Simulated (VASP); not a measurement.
Crystal: AlIn2As3.

```xyz
12
Lattice="4.0157 0.0000 0.0000 -2.0078 3.4777 0.0000 0.0000 0.0000 19.7988" Properties=species:S:1:pos:R:3 pbc="T T T"
Al    0.0000    2.3184   13.2037
Al    2.0078    1.1592    3.3043
In    0.0000    2.3184    0.0045
In    0.0000    2.3184    6.6041
In    2.0078    1.1592    9.9039
In    2.0078    1.1592   16.5035
As    0.0000    2.3184    2.4769
As    0.0000    2.3184    9.0765
As    0.0000    2.3184   15.6761
As    2.0078    1.1592    5.7767
As    2.0078    1.1592   12.3763
As    2.0078    1.1592   18.9759
```

```yaml
Program: VASP 6.6.1
Task: relaxation of cell and atoms
Functional: PBE
Potentials_or_basis: VASP PAW PBE potentials, release 64 (Al, In_d, As)
Cutoff: 600 eV
k_mesh: 6 × 6 × 1
Occupations: gaussian, width 0.1 eV
Spin: no spin polarisation
```

At the start: pressure 15.1 GPa; volume 23.04 Å³/atom.

Q: Where does the relaxation end?

A: Over 9 steps the energy falls by 210.1 meV/atom and the volume is 27.45 Å³/atom (+19.1 %); space group P6_3mc (No. 186, to 0.05 Å).

The path:
| step | energy change (eV) | largest force (eV/Å) | pressure (GPa) | volume (Å³) |
| --- | --- | --- | --- | --- |
| 1 | 0.0000 | 1.7358 | 15.14 | 276.49 |
| 2 | -1.7333 | 0.3363 | -4.84 | 373.06 |
| 3 | -2.3916 | 0.5636 | -0.29 | 333.08 |
| 4 | -2.4498 | 0.3689 | -0.16 | 331.80 |
| 5 | -2.5051 | 0.2991 | 0.24 | 328.67 |
| 6 | -2.5055 | 0.2994 | 0.20 | 328.93 |
| 7 | -2.5197 | 0.0854 | -0.11 | 330.68 |
| 8 | -2.5201 | 0.0457 | -0.16 | 331.02 |
| 9 | -2.5207 | 0.0174 | 0.09 | 329.35 |

Final structure:
```
Al In As
1.0
     4.25330    0.00000    0.00000
    -2.12665    3.68346    0.00000
     0.00000    0.00000   21.02229
Al In As
2 4 6
Direct
  0.33333 0.66667 0.66666
  0.66667 0.33333 0.16666
  0.33333 0.66667 0.00395
  0.33333 0.66667 0.33096
  0.66667 0.33333 0.50395
  0.66667 0.33333 0.83096
  0.33333 0.66667 0.13158
  0.33333 0.66667 0.45784
  0.33333 0.66667 0.78500
  0.66667 0.33333 0.28500
  0.66667 0.33333 0.63158
  0.66667 0.33333 0.95784
```

Caveat: the volume moved by over 15 % at a fixed basis, so the end points are rough.
